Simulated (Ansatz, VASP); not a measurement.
Ga3Cl: VASP beside Ansatz

Contents of INCAR:

```
SYSTEM = Ga3Cl
PREC = Accurate
ENCUT = 600
EDIFF = 1E-6
ISMEAR = 0
SIGMA = 0.1
LREAL = .False.
LASPH = .True.
NELM = 80
ALGO = Normal
ISIF = 3
LWAVE = .False.
LCHARG = .False.
GGA = PE
IBRION = 2
NSW = 90
EDIFFG = -0.04
```

Contents of KPOINTS:

```
regular mesh
0
Gamma
  4 4 6
  0 0 0
```

The input POSCAR:

```
Ga3Cl
1.0
    5.0073268689      0.0000000000      0.0000000000
    0.0000000000      5.0073268689      0.0000000000
    0.0000000000      0.0000000000      3.3662370984
Ga Cl
3 1
Direct
    0.0000000000      0.5000000000      0.5000000000
    0.5000000000      0.0000000000      0.5000000000
    0.5000000000      0.5000000000      0.0000000000
    0.0000000000      0.0000000000      0.0000000000
```

Input for Ansatz:

```yaml
crystal:
  lattice:
    - [5.0073268689, 0.0, 0.0]
    - [0.0, 5.0073268689, 0.0]
    - [0.0, 0.0, 3.3662370984]
  atoms:
    - { symbol: Ga, position: [0.0, 0.5, 0.5] }
    - { symbol: Ga, position: [0.5, 0.0, 0.5] }
    - { symbol: Ga, position: [0.5, 0.5, 0.0] }
    - { symbol: Cl, position: [0.0, 0.0, 0.0] }
basis:
  ecutwfc: 420
kpoints:
  mp_grid: { grid: [4, 4, 6] }
hamiltonian:
  xc: pbe
scf:
  occupations: { method: gaussian, width: 0.1 }
  lower_state_search: "off"
output:
  forces: true
  stress: true
  eigenvalues: true
relax:
  adjacent_minimum: "off"
  f_tol: 0.04
  max_steps: 70
  cell: { stress_tol: 0.4 }
```

Alike in both runs: task relaxation of cell and atoms; functional PBE; k mesh 4 × 4 × 6; occupations gaussian, width 0.1 eV; no spin polarisation.

|  | VASP | Ansatz |
| --- | --- | --- |
| version | VASP 6.6.1 | Ansatz 0.2.0 |
| potentials or method | VASP PAW PBE potentials, release 64 (Ga_d, Cl), cutoff 600 eV | scalar-relativistic, plane waves, PAW |
| valence electrons in the cell | 46 | 46 |

|  | VASP | Ansatz | Ansatz less VASP |
| --- | --- | --- | --- |
| gap on the k mesh at the Fermi level, each at its own relaxed structure (eV) | none | none | - |
| relaxed volume (Å³/atom) | 20.63 | 20.65 | +0.028 |
| relaxed cell length with the largest relative difference (Å) | 3.170 | 3.162 | -0.0076 |

A gap of «none» marks a metal or a gap that the smearing closes.
